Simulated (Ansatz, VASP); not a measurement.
# AlCu3: VASP beside Ansatz

```
Al Cu
1.0
     0.00000    2.88347    2.88347
     2.88347    0.00000    2.88347
     2.88347    2.88347    0.00000
Al Cu
1 3
Direct
  0.97832 0.02168 0.02168
  0.49864 0.50136 0.50136
  0.25528 0.24472 0.24472
  0.75528 0.74472 0.74472
```

Change from the starting cell: mode 10 (297.4 1/cm) frozen in, largest displacement +0.125 Å.

Alike in both runs: task single point; functional PBEsol; k mesh 14 × 14 × 14; occupations gaussian, width 0.15 eV; no spin polarisation.

|  | VASP | Ansatz |
| --- | --- | --- |
| version | VASP 6.6.1 | Ansatz 0.2.0 |
| potentials or method | VASP PAW PBE potentials, release 64 (Al, Cu), cutoff 520 eV | scalar-relativistic, plane waves, PAW |
| valence electrons in the cell | 36 | 60 |

|  | VASP | Ansatz | Ansatz less VASP |
| --- | --- | --- | --- |
| gap on the k mesh at the Fermi level (eV) | none | none | - |
| pressure (GPa) | 1.5 | 1.0 | -0.54 |
| traceless stress, the component that is largest in VASP (GPa) | -0.48 | -0.47 | +0.004 |
| rms of the force components (eV/Å) | 0.412 | 0.410 | -0.0023 |

VASP's potentials were made for PBE, not for PBEsol. Atom by atom the forces differ by 0.003 eV/Å (rms over components). A gap of «none» marks a metal or a gap that the smearing closes. VASP's potentials hold 36 valence electrons a cell and Ansatz's 60, so a difference there can come from the potentials and not from the codes.
